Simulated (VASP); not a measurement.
# Ta (I4/mmm) in VASP: further runs

Runs on Ta. Level: PBEsol. Tasks: single point.

Everything below comes from runs of VASP 6.6.1. Logs are shortened: lines on timing, memory, paths and dates and some standing lists are left out, and cuts for length are marked.

## 1. The cell of the first run

It takes space group I4/mmm (No. 139, tetragonal). Conventional cell: a = 3.352 Å, b = 3.352 Å, c = 3.203 Å, α = 90.00°, β = 90.00°, γ = 90.00°. Ta (site symmetry 4/mmm) has 14 Ta at 2.86 to 3.35 Å within 3.8 Å.

## 2. Single point, PBEsol (strain +0.015 along x and y, -0.030 along z)

Contents of INCAR:

```
ALGO = Normal
EDIFF = 1E-7
ENCUT = 520
GGA = PS
ISIF = 2
ISMEAR = 0
LASPH = True
LCHARG = False
LREAL = False
LWAVE = False
NBANDS = 12
NELM = 100
PREC = Accurate
SIGMA = 0.15
```

Contents of KPOINTS:

```
k-points
0
Gamma
  20 20 20
```

Contents of POSCAR:

```
Ta
1.0
   -1.6760492000      1.6760492000      1.6017416000
    1.6760492000     -1.6760492000      1.6017416000
    1.6760492000      1.6760492000     -1.6017416000
Ta
1
Direct
    0.0000000000      0.0000000000      0.0000000000
```

Potentials or basis: VASP PAW PBE potentials, release 64 (Ta_pv).

Command:

```
$ cat potpaw_PBE.64/Ta_pv/POTCAR > POTCAR
$ mpirun -np 1 vasp_std > vasp.out
```

OUTCAR:

```text
EDIFF = 1E-7
   ENCUT = 520
   GGA = PS
   ISIF = 2
   ISMEAR = 0
   LASPH = True
   LREAL = False
   NELM = 100
   PREC = Accurate

 ion  position               nearest neighbor table
   1  0.000  0.000  0.000-

  LATTYP: Found a body centered tetragonal cell.
 ALAT       =     3.3520984000
 C/A-ratio  =     0.9556650246

  Lattice vectors:

 A1 = (  -1.6760492000,   1.6760492000,   1.6017416000)
 A2 = (   1.6760492000,  -1.6760492000,   1.6017416000)
 A3 = (   1.6760492000,   1.6760492000,  -1.6017416000)

Analysis of symmetry for initial positions (statically):
=====================================================================
 Subroutine PRICEL returns:
 Original cell was already a primitive cell.

 Routine SETGRP: Setting up the symmetry group for a
 body centered tetragonal supercell.

 Subroutine GETGRP returns: Found 16 space group operations
 (whereof 16 operations were pure point group operations)
 out of a pool of 16 trial point group operations.

The static configuration has the point symmetry D_4h.

Analysis of symmetry for dynamics (positions and initial velocities):
=====================================================================
 Subroutine PRICEL returns:
 Original cell was already a primitive cell.

 Routine SETGRP: Setting up the symmetry group for a
 body centered tetragonal supercell.

 Subroutine GETGRP returns: Found 16 space group operations
 (whereof 16 operations were pure point group operations)
 out of a pool of 16 trial point group operations.

The dynamic configuration has the point symmetry D_4h.

 Subroutine INISYM returns: Found 16 space group operations
 (whereof 16 operations are pure point group operations),
 and found     1 'primitive' translations

----------------------------------------------------------------------------------------

                                     Primitive cell

  volume of cell :      17.9981

  direct lattice vectors                    reciprocal lattice vectors
    -1.676049200  1.676049200  1.601741600     0.000000000  0.298320598  0.312160214
     1.676049200 -1.676049200  1.601741600     0.298320598  0.000000000  0.312160214
     1.676049200  1.676049200 -1.601741600     0.298320598  0.298320598  0.000000000

  length of vectors
     2.860744308  2.860744308  2.860744308     0.431786033  0.431786033  0.421889036

  position of ions in fractional coordinates (direct lattice)
     0.000000000  0.000000000  0.000000000

  ion indices of the primitive-cell ions
   primitive index   ion index
                 1           1

----------------------------------------------------------------------------------------

 KPOINTS: k-points

Automatic generation of k-mesh.
 Grid dimensions read from file:
 generate k-points for:   20   20   20

 Generating k-lattice:

  Cartesian coordinates                     Fractional coordinates (reciprocal lattice)
     0.000000000  0.014916030  0.015608011     0.050000000  0.000000000  0.000000000
     0.014916030  0.000000000  0.015608011     0.000000000  0.050000000  0.000000000
     0.014916030  0.014916030  0.000000000     0.000000000  0.000000000  0.050000000

  Length of vectors
     0.021589302  0.021589302  0.021094452

  Shift w.r.t. Gamma in fractional coordinates (k-lattice)
     0.000000000  0.000000000  0.000000000

 Subroutine IBZKPT returns following result:
 ===========================================

 Found    641 irreducible k-points:

 Following reciprocal coordinates:
            Coordinates               Weight
  0.000000  0.000000  0.000000      1.000000
  0.050000  0.000000 -0.000000      8.000000
  0.100000  0.000000  0.000000      8.000000
  0.150000  0.000000  0.000000      8.000000
  0.200000  0.000000  0.000000      8.000000
  0.250000  0.000000  0.000000      8.000000
[... 16 lines left out ...]
 -0.400000  0.050000  0.000000     16.000000
 -0.350000  0.050000  0.000000     16.000000
 [... further k-points ...]
   k-points           NKPTS =    641   k-points in BZ     NKDIM =    641   number of bands    NBANDS=     12
   number of dos      NEDOS =    301   number of ions     NIONS =      1
   total plane-waves  NPLWV =  13824
   dimension x,y,z NGX =    24 NGY =   24 NGZ =   24
   dimension x,y,z NGXF=    48 NGYF=   48 NGZF=   48
   ions per type =               1
   NGX,Y,Z   is equivalent  to a cutoff of  13.95, 13.95, 13.95 a.u.
   NGXF,Y,Z  is equivalent  to a cutoff of  27.89, 27.89, 27.89 a.u.
 SYSTEM =  unknown system
   PREC   = accura    normal or accurate (medium, high low for compatibility)
   ISTART =      0    job   : 0-new  1-cont  2-samecut
   ICHARG =      2    charge: 1-file 2-atom 10-const
   ISPIN  =      1    spin polarized calculation?
   LNONCOLLINEAR =      F non collinear calculations
   LSORBIT =      F    spin-orbit coupling
   LASPH  =      T    aspherical Exc in radial PAW
   ENCUT  =  520.0 eV  38.22 Ry    6.18 a.u.   5.32  5.32  5.32*2*pi/ulx,y,z
   NELM   =    100;   NELMIN=  2; NELMDL= -5     # of ELM steps
   EDIFF  = 0.1E-06   stopping-criterion for ELM
   LREAL  =      F    real-space projection
   EDIFFG = 0.1E-05   stopping-criterion for IOM
   NSW    =      0    number of steps for IOM
   IBRION =     -1    ionic relax: 0-MD 1-quasi-New 2-CG
   NFREE  =      0    steps in history (QN), initial steepest desc. (CG)
   ISIF   =      2    stress and relaxation
   ISYM   =      2    0-nonsym 1-usesym 2-fastsym
   POTIM  = 0.5000    time-step for ionic-motion
   TEBEG  =    0.0;   TEEND  =   0.0 temperature during run
   PSTRESS=    0.0 pullay stress
   NELECT =      11.0000    total number of electrons
   NUPDOWN=      -1.0000    fix difference up-down
   EMIN   =  10.00;   EMAX   =-10.00  energy-range for DOS
   EFERMI =   0.00;   METHOD = LEGACY
   ISMEAR =     0;   SIGMA  =   0.15  broadening in eV -4-tet -1-fermi 0-gaus
   EFERMI_NEDOS =   21; number of points for ismear=-14 and -15
   IALGO  =     38    algorithm
   IMIX   =      4    mixing-type and parameters
     AMIX     =   0.40;   BMIX     =  1.00
     AMIX_MAG =   1.60;   BMIX_MAG =  1.00
  volume/ion in A,a.u.               =      18.00       121.46
  Fermi-wavevector in a.u.,A,eV,Ry     =   1.389303  2.625403 26.261471  1.930164
  Thomas-Fermi vector in A             =   2.513347
   LORBIT       =      0    0 simple, 1 ext, 2 COOP (PROOUT), +10 PAW based schemes
   GGA     = PS    functional components
   LHFCALC =     F    Hartree Fock is set to
   AEXX    =    0.0000 exact exchange contribution
   IVDW    =     0    specifies the selected vdW correction
   LEPSILON=     F    determine dielectric tensor
   LRPA    =     F    only Hartree local field effects (RPA)
 non-spin polarized calculation
 Gauss-broadening in eV      SIGMA  =   0.15
  energy-cutoff  :      520.00
  volume of cell :       18.00
 maximum number of plane-waves:       498
 NGX is ok and might be reduce to    24
   NGX = 11   NGY = 11   NGZ = 11

 number of electron      11.0000000 magnetization

 Free energy of the ion-electron system (eV)
  ---------------------------------------------------
  ext. energy  EPLUGINS =         0.00000000
  ---------------------------------------------------
  free energy    TOTEN  =       -12.54636965 eV

  energy without entropy =      -12.53116881  energy(sigma->0) =      -12.53876923

 E-fermi :   5.3264     XC(G=0): -12.7321

 val. band max:        5.3252996373   @ k =   0.1500   0.0000   0.0000
 cond. band min:       5.3265536165   @ k =  -0.4500   0.5000   0.1500
 fundamental gap:      0.0012539791
 Fermi energy:         5.3263831396

 k-point     1 :       0.0000    0.0000    0.0000
  band No.  band energies     occupation
      1     -27.7008      2.00000
      2     -27.7008      2.00000
      3     -27.6882      2.00000
      4      -2.6048      2.00000
      5       5.6738      0.00105
      6       6.2638      0.00000
      7       6.2638      0.00000
      8       8.8906      0.00000
      9       9.7051      0.00000
     10      19.9888      0.00000
     11      20.1145      0.00000
     12      20.1145      0.00000

 k-point     2 :       0.0500    0.0000   -0.0000
  band No.  band energies     occupation
      1     -27.7270      2.00000
      2     -27.7108      2.00000
      3     -27.6942      2.00000
      4      -2.4902      2.00000
      5       5.6842      0.00074
      6       6.2362      0.00000
      7       6.2853      0.00000
      8       8.8727      0.00000
      9       9.6057      0.00000
     10      19.9886      0.00000
     11      20.3191      0.00000
     12      20.3224      0.00000

 k-point     3 :       0.1000    0.0000    0.0000
  band No.  band energies     occupation
      1     -27.8169      2.00000
      2     -27.7396      2.00000
      3     -27.6971      2.00000
      4      -2.1556      2.00000
      5       5.5905      0.01277
      6       6.1300      0.00000
      7       6.4888      0.00000
      8       8.8171      0.00000
      9       9.4127      0.00000
     10      19.9882      0.00000
     11      20.7641      0.00000
     12      20.9151      0.00000

 k-point     4 :       0.1500    0.0000    0.0000
  band No.  band energies     occupation
      1     -27.9557      2.00000
      2     -27.7843      2.00000
      3     -27.7003      2.00000
      4      -1.6310      2.00000
      5       5.3253      1.00815
      6       5.9034      0.00000
      7       6.9748      0.00000
      8       8.7598      0.00000
      9       9.3021      0.00000
     10      19.9873      0.00000
     11      21.1331      0.00000
     12      21.8568      0.00000

 k-point     5 :       0.2000    0.0000    0.0000
  band No.  band energies     occupation
      1     -28.1266      2.00000
      2     -27.8401      2.00000
      3     -27.7041      2.00000
      4      -0.9710      2.00000
      5       4.9764      1.99903
      6       5.5814      0.01619
      7       7.6908      0.00000
      8       8.7977      0.00000
      9       9.3167      0.00000
     10      19.9855      0.00000
     11      21.1211      0.00000
     12      23.0315      0.00000
[... 228 lines left out ...]
      1     -28.8594      2.00000
      2     -28.1003      2.00000
      3     -27.7336      2.00000
      4       1.0268      2.00000
      5       3.6202      2.00000
      6       6.8278      0.00000
      7       9.2775      0.00000
      8      10.5496      0.00000
      9      13.1662      0.00000
     10      17.0268      0.00000
     11      17.5275      0.00000
     12      20.0064      0.00000

 k-point    22 :      -0.4500    0.0500    0.0000
  band No.  band energies     occupation
      1     -28.8071      2.00000
      2     -28.0813      2.00000
      3     -27.7313      2.00000
      4       1.0174      2.00000
      5       3.7116      2.00000
      6       6.3251      0.00000
      7       9.3569      0.00000
      8      10.3214      0.00000
      9      12.5138      0.00000
     10      17.4315      0.00000
     11      18.1840      0.00000
     12      20.0102      0.00000

 k-point    23 :      -0.4000    0.0500    0.0000
  band No.  band energies     occupation
      1     -28.7080      2.00000
      2     -28.0448      2.00000
      3     -27.7278      2.00000
      4       0.9306      2.00000
      5       3.8866      2.00000
      6       5.6801      0.00085
      7       9.3661      0.00000
      8      10.0036      0.00000
      9      11.4938      0.00000
     10      18.0942      0.00000
     11      19.3357      0.00000
     12      20.0335      0.00000

 k-point    24 :      -0.3500    0.0500    0.0000
  band No.  band energies     occupation
      1     -28.5699      2.00000
      2     -27.9939      2.00000
      3     -27.7235      2.00000
      4       0.6507      2.00000
      5       4.1363      2.00000
      6       5.2356      1.60788
      7       9.1910      0.00000
      8       9.7476      0.00000
      9      10.3718      0.00000
     10      18.9658      0.00000
     11      19.9714      0.00000
     12      20.8224      0.00000

 [... further k-points ...]

------------------------ aborting loop because EDIFF is reached ----------------------------------------

  FORCE on cell =-STRESS in cart. coord.  units (eV):
  Direction    XX          YY          ZZ          XY          YZ          ZX
  --------------------------------------------------------------------------------------
  -------------------------------------------------------------------------------------
  Total       -0.5581681     -0.5581681      0.0058492      0.0000000      0.0000000      0.0000000
  in kB      -49.6877842    -49.6877842      0.5206923      0.0000000      0.0000000      0.0000000
  external PRESSURE =     -32.9516254 kB  Pullay stress =       0.0000000 kB

 VOLUME and BASIS-vectors are now :
 -----------------------------------------------------------------------------
  energy-cutoff  :      520.00
  volume of cell :       18.00
      direct lattice vectors                 reciprocal lattice vectors
    -1.676049200  1.676049200  1.601741600     0.000000000  0.298320598  0.312160214
     1.676049200 -1.676049200  1.601741600     0.298320598  0.000000000  0.312160214
     1.676049200  1.676049200 -1.601741600     0.298320598  0.298320598  0.000000000

 POSITION                                       TOTAL-FORCE (eV/Angst)
 -----------------------------------------------------------------------------------
      0.00000      0.00000      0.00000        -0.000000      0.000000      0.000000
 -----------------------------------------------------------------------------------
    total drift:                               -0.000000      0.000000      0.000000

  FREE ENERGIE OF THE ION-ELECTRON SYSTEM (eV)
  ---------------------------------------------------
  free  energy   TOTEN  =       -12.5463696526 eV

  energy  without entropy=      -12.5311688114  energy(sigma->0) =      -12.53876923
```

It took 54 s on 1 thread of Intel Xeon 6975P-C, shared host; peak memory 0.25 GiB.

Results:

```yaml
Free_energy: -12.5464 eV
Pressure: -3.3 GPa
```

Caveat: the cell differs from its parent crystal (strain +0.015 along x and y, -0.030 along z); the PAW data sets were made with another functional, which shifts forces and pressure a little; spin-orbit coupling is left out, which moves the levels of the heavy elements.

(Part 1 of 3 ends here.)
